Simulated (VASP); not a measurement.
# Ca (P6_3/mmc) in VASP: relaxation of cell and atoms with LDA

Aim: the relaxation of cell and atoms of Ca with LDA.

Everything below comes from runs of VASP 6.6.1. Logs are shortened: lines on timing, memory, paths and dates and some standing lists are left out, and cuts for length are marked.

## Step 1: The cell of the first run

The structure is hexagonal, space group P6_3/mmc (No. 194). The conventional cell has a = 3.692 Å, b = 3.692 Å, c = 5.981 Å, α = 90.00°, β = 90.00°, γ = 120.00°. Ca (site symmetry -6m2) has 12 Ca at 3.67 to 3.69 Å within 4.8 Å.

This isn't the form of Ca at room conditions, which is fcc.

## Step 2: Relaxation of cell and atoms, LDA, target pressure 1.6 GPa, at which the enthalpy is minimised

Input file INCAR:

```
SYSTEM = Ca
PREC     = Accurate       ! precision mode
ENCUT    = 600            ! plane-wave cutoff, eV
EDIFF    = 1E-6           ! SCF threshold, eV
ISMEAR   = -1             ! smearing method
SIGMA    = 0.08           ! smearing width, eV
LREAL    = .False.        ! projectors in reciprocal space
LASPH    = .True.         ! aspherical terms in the spheres
NELM     = 60             ! most SCF steps
ALGO     = Normal         ! electronic algorithm
ISIF     = 3              ! what is computed and relaxed
LWAVE    = .False.        ! write WAVECAR
LCHARG   = .False.        ! write CHGCAR
IBRION   = 2              ! ionic algorithm
NSW      = 60             ! ionic steps
EDIFFG   = -0.005         ! ionic threshold
PSTRESS  = 16.0
```

Input file KPOINTS:

```
regular mesh
0
Gamma
  12 12 7
  0 0 0
```

Input file POSCAR:

```
Ca
1.0
    3.6922506620      0.0000000000      0.0000000000
   -1.8461253310      3.1975828704      0.0000000000
    0.0000000000      0.0000000000      5.9814460724
Ca
2
Direct
    0.3333333333      0.6666666667      0.2500000000
    0.6666666667      0.3333333333      0.7500000000
```

Potentials or basis: VASP PAW LDA potentials, release 64 (Ca_sv).

Run with:

```bash
cat potpaw_LDA.64/Ca_sv/POTCAR > POTCAR
mpirun -np 1 vasp_std > vasp.out
```

OUTCAR:

```text
SYSTEM = Ca
   PREC = Accurate
   ENCUT = 600
   EDIFF = 1E-6
   ISMEAR = -1
   LREAL = .False.
   LASPH = .True.
   NELM = 60
   ISIF = 3
   IBRION = 2
   NSW = 60
   EDIFFG = -0.005
   PSTRESS = 16.0

 ion  position               nearest neighbor table
   1  0.333  0.667  0.250-
   2  0.667  0.333  0.750-

  LATTYP: Found a hexagonal cell.
 ALAT       =     3.6922506620
 C/A-ratio  =     1.6200000000

  Lattice vectors:

 A1 = (   3.6922506620,   0.0000000000,   0.0000000000)
 A2 = (  -1.8461253310,   3.1975828704,   0.0000000000)
 A3 = (   0.0000000000,   0.0000000000,   5.9814460724)

Analysis of symmetry for initial positions (statically):
=====================================================================
 Subroutine PRICEL returns:
 Original cell was already a primitive cell.

 Routine SETGRP: Setting up the symmetry group for a
 hexagonal supercell.

 Subroutine GETGRP returns: Found 24 space group operations
 (whereof 12 operations were pure point group operations)
 out of a pool of 24 trial point group operations.

The static configuration has the point symmetry D_3d.
 The point group associated with its full space group is D_6h.

Analysis of symmetry for dynamics (positions and initial velocities):
=====================================================================
 Subroutine PRICEL returns:
 Original cell was already a primitive cell.

 Routine SETGRP: Setting up the symmetry group for a
 hexagonal supercell.

 Subroutine GETGRP returns: Found 24 space group operations
 (whereof 12 operations were pure point group operations)
 out of a pool of 24 trial point group operations.

The dynamic configuration has the point symmetry D_3d.
 The point group associated with its full space group is D_6h.

 Subroutine INISYM returns: Found 24 space group operations
 (whereof 12 operations are pure point group operations),
 and found     1 'primitive' translations

----------------------------------------------------------------------------------------

                                     Primitive cell

  volume of cell :      70.6186

  direct lattice vectors                    reciprocal lattice vectors
     3.692250662  0.000000000  0.000000000     0.270837517  0.156368113  0.000000000
    -1.846125331  3.197582870  0.000000000     0.000000000  0.312736226  0.000000000
     0.000000000  0.000000000  5.981446072     0.000000000  0.000000000  0.167183652

  length of vectors
     3.692250662  3.692250662  5.981446072     0.312736226  0.312736226  0.167183652

  position of ions in fractional coordinates (direct lattice)
     0.333333333  0.666666667  0.250000000
     0.666666667  0.333333333  0.750000000

  ion indices of the primitive-cell ions
   primitive index   ion index
                 1           1
                 2           2

----------------------------------------------------------------------------------------

 KPOINTS: regular mesh

Automatic generation of k-mesh.
 Grid dimensions read from file:
 generate k-points for:   12   12    7

 Generating k-lattice:

  Cartesian coordinates                     Fractional coordinates (reciprocal lattice)
     0.022569793  0.013030676  0.000000000     0.083333333  0.000000000  0.000000000
     0.000000000  0.026061352  0.000000000     0.000000000  0.083333333  0.000000000
     0.000000000  0.000000000  0.023883379     0.000000000  0.000000000  0.142857143

  Length of vectors
     0.026061352  0.026061352  0.023883379

  Shift w.r.t. Gamma in fractional coordinates (k-lattice)
     0.000000000  0.000000000  0.000000000

 Subroutine IBZKPT returns following result:
 ===========================================

 Found     76 irreducible k-points:

 Following reciprocal coordinates:
            Coordinates               Weight
  0.000000  0.000000  0.000000      1.000000
  0.083333  0.000000  0.000000      6.000000
  0.166667  0.000000  0.000000      6.000000
  0.250000  0.000000  0.000000      6.000000
  0.333333  0.000000  0.000000      6.000000
  0.416667  0.000000  0.000000      6.000000
[... 16 lines left out ...]
  0.250000  0.000000  0.142857     12.000000
  0.333333  0.000000  0.142857     12.000000
 [... further k-points ...]
   k-points           NKPTS =     76   k-points in BZ     NKDIM =     76   number of bands    NBANDS=     14
   number of dos      NEDOS =    301   number of ions     NIONS =      2
   total plane-waves  NPLWV =  43200
   dimension x,y,z NGX =    30 NGY =   30 NGZ =   48
   dimension x,y,z NGXF=    60 NGYF=   60 NGZF=   96
   ions per type =               2
   NGX,Y,Z   is equivalent  to a cutoff of  13.51, 13.51, 13.34 a.u.
   NGXF,Y,Z  is equivalent  to a cutoff of  27.02, 27.02, 26.68 a.u.
 SYSTEM =  Ca
   PREC   = accura    normal or accurate (medium, high low for compatibility)
   ISTART =      0    job   : 0-new  1-cont  2-samecut
   ICHARG =      2    charge: 1-file 2-atom 10-const
   ISPIN  =      1    spin polarized calculation?
   LNONCOLLINEAR =      F non collinear calculations
   LSORBIT =      F    spin-orbit coupling
   LASPH  =      T    aspherical Exc in radial PAW
   ENCUT  =  600.0 eV  44.10 Ry    6.64 a.u.   7.37  7.37 11.95*2*pi/ulx,y,z
   NELM   =     60;   NELMIN=  2; NELMDL= -5     # of ELM steps
   EDIFF  = 0.1E-05   stopping-criterion for ELM
   LREAL  =      F    real-space projection
   EDIFFG = -.5E-02   stopping-criterion for IOM
   NSW    =     60    number of steps for IOM
   IBRION =      2    ionic relax: 0-MD 1-quasi-New 2-CG
   NFREE  =      1    steps in history (QN), initial steepest desc. (CG)
   ISIF   =      3    stress and relaxation
   ISYM   =      2    0-nonsym 1-usesym 2-fastsym
   POTIM  = 0.5000    time-step for ionic-motion
   TEBEG  =    0.0;   TEEND  =   0.0 temperature during run
   PSTRESS=   16.0 pullay stress
   NELECT =      20.0000    total number of electrons
   NUPDOWN=      -1.0000    fix difference up-down
   EMIN   =  10.00;   EMAX   =-10.00  energy-range for DOS
   EFERMI =   0.00;   METHOD = LEGACY
   ISMEAR =    -1;   SIGMA  =   0.08  broadening in eV -4-tet -1-fermi 0-gaus
   EFERMI_NEDOS =   21; number of points for ismear=-14 and -15
   IALGO  =     38    algorithm
   IMIX   =      4    mixing-type and parameters
     AMIX     =   0.40;   BMIX     =  1.00
     AMIX_MAG =   1.60;   BMIX_MAG =  1.00
  volume/ion in A,a.u.               =      35.31       238.28
  Fermi-wavevector in a.u.,A,eV,Ry     =   1.075091  2.031627 15.725886  1.155820
  Thomas-Fermi vector in A             =   2.210937
   LORBIT       =      0    0 simple, 1 ext, 2 COOP (PROOUT), +10 PAW based schemes
   GGA     = CA    functional components
   LHFCALC =     F    Hartree Fock is set to
   AEXX    =    0.0000 exact exchange contribution
   IVDW    =     0    specifies the selected vdW correction
   LEPSILON=     F    determine dielectric tensor
   LRPA    =     F    only Hartree local field effects (RPA)
 conjugate gradient relaxation of ions
 non-spin polarized calculation
  energy-cutoff  :      600.00
  volume of cell :       70.62
 maximum number of plane-waves:      2394
 NGX is ok and might be reduce to    30
   NGX = 15   NGY = 15   NGZ = 23

--------------------------------------- Ionic step        1  -------------------------------------------

 number of electron      19.9999997 magnetization

 Free energy of the ion-electron system (eV)
  ---------------------------------------------------
  ext. energy  EPLUGINS =         0.00000000
  ---------------------------------------------------
  free energy    TOTEN  =        -4.39342891 eV

  energy without entropy =       -4.33902666  energy(sigma->0) =       -4.36622779

------------------------ aborting loop because EDIFF is reached ----------------------------------------

  FORCE on cell =-STRESS in cart. coord.  units (eV):
  Direction    XX          YY          ZZ          XY          YZ          ZX
  --------------------------------------------------------------------------------------
  -------------------------------------------------------------------------------------
  Total        0.6935083      0.6935083      0.9965610      0.0000000      0.0000000     -0.0000000
  in kB       15.7341427     15.7341427     22.6097254      0.0000000      0.0000000     -0.0000000
  external PRESSURE =       2.0260036 kB  Pullay stress =      16.0000000 kB

 VOLUME and BASIS-vectors are now :
 -----------------------------------------------------------------------------
  energy-cutoff  :      600.00
  volume of cell :       70.62
      direct lattice vectors                 reciprocal lattice vectors
     3.692250662  0.000000000  0.000000000     0.270837517  0.156368113  0.000000000
    -1.846125331  3.197582870  0.000000000     0.000000000  0.312736226  0.000000000
     0.000000000  0.000000000  5.981446072     0.000000000  0.000000000  0.167183652
[... 236 lines left out ...]
  FREE ENERGIE OF THE ION-ELECTRON SYSTEM (eV)
  ---------------------------------------------------
  free  energy   TOTEN  =        -4.4019326537 eV

  energy  without entropy=       -4.3487745987  energy(sigma->0) =       -4.37535363

  enthalpy is  TOTEN    =        -3.6905854980 eV   P V=        0.7113471556

--------------------------------------- Ionic step        8  -------------------------------------------

 number of electron      20.0000000 magnetization

 Free energy of the ion-electron system (eV)
  ---------------------------------------------------
  ext. energy  EPLUGINS =         0.00000000
  ---------------------------------------------------
  free energy    TOTEN  =        -4.40152147 eV

  energy without entropy =       -4.34831146  energy(sigma->0) =       -4.37491646

 E-fermi :   2.5274     XC(G=0):  -8.5324

 val. band max:        2.5209676452   @ k =   0.0000   0.0000   0.0000
 cond. band min:       2.5327884563   @ k =   0.2500   0.0833   0.0000
 fundamental gap:      0.0118208111
 Fermi energy:         2.5273797191

 k-point     1 :       0.0000    0.0000    0.0000
  band No.  band energies     occupation
      1     -38.6703      2.00000
      2     -38.6397      2.00000
      3     -20.0969      2.00000
      4     -19.8793      2.00000
      5     -19.8793      2.00000
      6     -19.8462      2.00000
      7     -19.8462      2.00000
      8     -19.8378      2.00000
      9      -1.8166      2.00000
     10       1.3374      2.00000
     11       2.5210      1.04005
     12       4.8599      0.00000
     13       4.9287      0.00000
     14       4.9287      0.00000

 k-point     2 :       0.0833    0.0000    0.0000
  band No.  band energies     occupation
      1     -38.6683      2.00000
      2     -38.6387      2.00000
      3     -20.0909      2.00000
      4     -19.8934      2.00000
      5     -19.8837      2.00000
      6     -19.8607      2.00000
      7     -19.8484      2.00000
      8     -19.8398      2.00000
      9      -1.6924      2.00000
     10       1.4587      2.00000
[... 362 lines left out ...]
 k-point    24 :       0.3333    0.0000    0.1429
  band No.  band energies     occupation
      1     -38.6462      2.00000
      2     -38.6304      2.00000
      3     -20.0527      2.00000
      4     -20.0135      2.00000
      5     -19.9920      2.00000
      6     -19.9230      2.00000
      7     -19.8764      2.00000
      8     -19.8730      2.00000
      9       0.0478      2.00000
     10       2.1309      1.98602
     11       2.8490      0.03525
     12       3.1748      0.00061
     13       4.3413      0.00000
     14       4.4273      0.00000

 [... further k-points ...]
[... 5 lines left out ...]
  --------------------------------------------------------------------------------------
  -------------------------------------------------------------------------------------
  Total        0.7144897      0.7144897      0.7178788      0.0000000      0.0000000      0.0000000
  in kB       16.0800346     16.0800346     16.1563075      0.0000000      0.0000000      0.0000000
  external PRESSURE =       0.1054589 kB  Pullay stress =      16.0000000 kB

 VOLUME and BASIS-vectors are now :
 -----------------------------------------------------------------------------
  energy-cutoff  :      600.00
  volume of cell :       71.19
      direct lattice vectors                 reciprocal lattice vectors
     3.678542831  0.000000000 -0.000000000     0.271846774  0.156950808 -0.000000000
    -1.839271415  3.185711540 -0.000000000    -0.000000000  0.313901616  0.000000000
     0.000000000 -0.000000000  6.074874803     0.000000000  0.000000000  0.164612446

 POSITION                                       TOTAL-FORCE (eV/Angst)
 -----------------------------------------------------------------------------------
     -0.00000      2.12381      1.51872        -0.000000     -0.000000      0.000000
      1.83927      1.06190      4.55616         0.000000      0.000000      0.000000
 -----------------------------------------------------------------------------------
    total drift:                                0.000000     -0.000000      0.000000

  FREE ENERGIE OF THE ION-ELECTRON SYSTEM (eV)
  ---------------------------------------------------
  free  energy   TOTEN  =        -4.4015214652 eV

  energy  without entropy=       -4.3483114635  energy(sigma->0) =       -4.37491646

  enthalpy is  TOTEN    =        -3.6905879342 eV   P V=        0.7109335310

 reached required accuracy - stopping structural energy minimisation
```

Run time: 7.6 min. Hardware: 1 thread of Oxide Virtual Turin-like, shared host; peak memory 0.19 GiB.

Results:

| Property | Result |
| --- | --- |
| Free energy | -4.4015 eV |
| Relaxed volume | 35.60 Å³/atom |
| Relaxed cell | a = 3.679 Å, b = 3.679 Å, c = 6.075 Å, α = 90.00°, β = 90.00°, γ = 120.00° |
| Space group after relaxing (to 0.1 Å) | P6_3/mmc (No. 194) |
| Energy change on relaxing (the run minimises the enthalpy) | -4.0 meV/atom |
| Ionic steps | 8 |
| Pressure after relaxing | 1.6 GPa |
| Band gap on the k mesh | zero (bands 10 and 11 overlap by 0.35 eV) |

Step by step:
```tsv
step	energy change (eV)	largest force (eV/Å)	pressure (GPa)	volume (Å³)
1	0.0000	0.0000	1.80	70.62
2	-0.0061	0.0000	1.66	71.07
3	-0.0150	0.0000	1.36	71.95
4	-0.0116	0.0000	1.46	71.57
5	-0.0091	0.0000	1.56	71.29
6	-0.0084	0.0000	1.59	71.22
7	-0.0085	0.0000	1.58	71.23
8	-0.0081	0.0000	1.61	71.19
```

Final structure:
```
Ca
1.0
     3.67854    0.00000    0.00000
    -1.83927    3.18571    0.00000
     0.00000    0.00000    6.07487
Ca
2
Direct
  0.33333 0.66667 0.25000
  0.66667 0.33333 0.75000
```

Caveat: the cell is relaxed towards a set pressure, so the run minimises the enthalpy, not the energy.
